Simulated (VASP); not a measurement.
A run of VASP 6.6.1 is set up as follows.

Contents of INCAR:

```
SYSTEM = AlN
ALGO = Normal
EDIFF = 1E-6
ENCUT = 520
GGA = PE
ISIF = 2
ISMEAR = 0
LASPH = .True.
LCHARG = .False.
LREAL = Auto
LWAVE = .False.
NBANDS = 46
NELM = 60
PREC = Accurate
SIGMA = 0.01
```

File KPOINTS:

```
k-points
0
Gamma
  2 2 3
  0 0 0
```

The input POSCAR:

```
AlN
1.0
    6.2595139146      0.0000000574      0.0000000000
   -3.1297570070      5.4208980367      0.0000000000
    0.0000000000      0.0000000000      5.0174032967
Al N
8 8
Direct
    0.3333333333      0.1666666667      0.4992353700
    0.1666666667      0.3333333333      0.9992353700
    0.3333333333      0.6666666667      0.4992353700
    0.1666666667      0.8333333333      0.9992353700
    0.8333333333      0.1666666667      0.4992353700
    0.6666666667      0.3333333333      0.9992353700
    0.8333333333      0.6666666667      0.4992353700
    0.6666666667      0.8333333333      0.9992353700
    0.3333333333      0.1666666667      0.8807646300
    0.1666666667      0.3333333333      0.3807646300
    0.3333333333      0.6666666667      0.8807646300
    0.1666666667      0.8333333333      0.3807646300
    0.8333333333      0.1666666667      0.8807646300
    0.6666666667      0.3333333333      0.3807646300
    0.8333333333      0.6666666667      0.8807646300
    0.6666666667      0.8333333333      0.3807646300
```

Potentials or basis: VASP PAW PBE potentials, release 64 (Al, N).

Command:

```console
$ cat potpaw_PBE.64/Al/POTCAR potpaw_PBE.64/N/POTCAR > POTCAR
$ mpirun -np 1 vasp_std > vasp.out
```

Task: What does it give for the largest force?

Result: 0.012 eV/Å.

Task: Predict the band gap on the k mesh.

Result: 4.04 eV.

Task: What does it give for the pressure?

Result: -0.2 GPa.

Stress tensor (GPa, compression positive):
```
-0.09  0.00  0.00
 0.00 -0.09  0.00
 0.00  0.00 -0.40
```

Caveat: the k points lie up to 0.58 Å⁻¹ apart. PBE gaps usually lie below the measured ones, often by a third to a half.
